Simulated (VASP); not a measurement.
Here is a VASP 6.6.1 calculation.

Contents of INCAR:

```
PREC = Accurate ; ENCUT = 520
EDIFF = 1E-7 ; ISMEAR = -1
SIGMA = 0.05 ; LREAL = False
LASPH = True ; NELM = 100
ALGO = Normal ; ISIF = 2
LWAVE = False ; LCHARG = False
GGA = RE ; IVDW = 12
NBANDS = 8
```

Contents of KPOINTS:

```
regular mesh
0
Gamma
  11 11 11
```

Contents of POSCAR:

```
Li
1.0
   -1.7890636389      1.7890636389      1.7890636389
    1.7890636389     -1.7890636389      1.7890636389
    1.7890636389      1.7890636389     -1.7890636389
Li
1
Direct
    0.0000000000      0.0000000000      0.0000000000
```

Potentials or basis: VASP PAW PBE potentials, release 64 (Li_sv).

Command:

```console
$ cat potpaw_PBE.64/Li_sv/POTCAR > POTCAR
$ mpirun -np 1 vasp_std > vasp.out
```

Q: Estimate the dispersion energy per atom.

A: -0.293 eV.
